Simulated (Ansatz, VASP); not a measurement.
**One calculation of AsSe3, two programs**

```xyz
4
Lattice="4.7594 0.0000 0.0000 0.0000 4.7594 0.0000 0.0000 0.0000 4.7594" Properties=species:S:1:pos:R:3 pbc="T T T"
As    0.0000    0.0000    0.0000
Se    0.0000    2.3797    2.3797
Se    2.3797    0.0000    2.3797
Se    2.3797    2.3797    0.0000
```

Change from the starting cell: species swapped into the MnBe3 type (Pm-3m, No. 221).

Alike in both runs: task relaxation of cell and atoms; functional PBE; k mesh 4 × 4 × 4; occupations gaussian, width 0.1 eV; no spin polarisation.

```csv
,VASP,Ansatz
version,VASP 6.6.1,Ansatz 0.2.0
potentials or method,"VASP PAW PBE potentials, release 64 (As, Se), cutoff 600 eV","scalar-relativistic, plane waves, PAW"
valence electrons in the cell,23,63
```

Ansatz gave:

- gap on the k mesh at the Fermi level, each at its own relaxed structure (eV): none
- relaxed volume (Å³/atom): 20.41
- relaxed cell length with the largest relative difference (Å): 4.338

What did VASP give for the same quantities?

gap on the k mesh at the Fermi level, each at its own relaxed structure (eV): none; relaxed volume (Å³/atom): 20.33; relaxed cell length with the largest relative difference (Å): 4.333.

A gap of «none» marks a metal or a gap that the smearing closes. VASP's potentials hold 23 valence electrons a cell and Ansatz's 63, so a difference there can come from the potentials and not from the codes.

Noted on VASP's run: the volume moved by over 15 % at a fixed basis, so the end points are rough.
